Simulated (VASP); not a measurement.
WO, 2 atoms in the cell. Symmetry: F-43m, No. 216, cubic system. The conventional cell has a = 4.480 Å, b = 4.480 Å, c = 4.480 Å, α = 90.00°, β = 90.00°, γ = 90.00°. W (site symmetry -43m) has 4 O at 1.94 Å within 2.6 Å. Within 2.6 Å of O (site symmetry -43m) lie 4 W at 1.94 Å. 

```yaml
Program: VASP 6.6.1
Task: single point
Functional: PBE
Potentials_or_basis: VASP PAW PBE potentials, release 64 (W_sv, O)
Cutoff: 520 eV
k_mesh: 10 × 10 × 10
Occupations: gaussian, width 0.02 eV
Spin: collinear spin, ferromagnetic start
Starting_moments: "[1.0, 0.0] μB"
Hubbard_terms: W d U = 6.2 eV
Dipole_correction: no
Further_INCAR_settings: ALGO = Normal; EDIFF = 1e-07; NBANDS = 21
```

Potentials or basis: VASP PAW PBE potentials, release 64 (W_sv, O).

Launch:

```sh
$ cat potpaw_PBE.64/W_sv/POTCAR potpaw_PBE.64/O/POTCAR > POTCAR
$ mpirun -np 1 vasp_std > vasp.out
```

Hardware: 1 thread of Intel(R) Xeon(R) 6975P-C (Granite Rapids), with other jobs on the host.

Task: How long does it take, and how much memory?

Result: Wall time 39 s on 1 thread of Intel(R) Xeon(R) 6975P-C (Granite Rapids), on a shared host, peak memory 0.17 GiB. Counts: scf iterations 39, k points 47.
